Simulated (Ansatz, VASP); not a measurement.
Ti2NbC3 in VASP and in Ansatz

```xyz
6
Lattice="4.8084 0.0000 0.0000 -2.4042 4.1642 0.0000 0.0000 0.0000 3.2277" Properties=species:S:1:pos:R:3 pbc="T T T"
Ti    0.0000    2.7761    0.0000
Ti    2.4042    1.3881    0.0000
Nb    0.0000    0.0000    1.6138
C     2.4042    0.0000    1.6138
C    -1.2021    2.0821    1.6138
C     1.2021    2.0821    1.6138
```

Alike in both runs: functional PBE; k mesh 12 × 12 × 12; occupations gaussian, width 0.1 eV; no spin polarisation.

Ansatz relaxed the structure, and its values are those at the end. VASP's run is a single point on that final structure, the one shown.

|  | VASP | Ansatz |
| --- | --- | --- |
| version | VASP 6.6.1 | Ansatz 0.2.0 |
| potentials or method | VASP PAW PBE potentials, release 64 (Ti_sv, Nb_sv, C), cutoff 520 eV | scalar-relativistic, plane waves, PAW |
| valence electrons in the cell | 49 | 49 |

```tsv
	VASP	Ansatz	Ansatz less VASP
gap on the k mesh at the Fermi level (eV)	none	none	-
pressure (GPa)	0.0	0.0	-0.02
```

A gap of «none» marks a metal or a gap that the smearing closes.
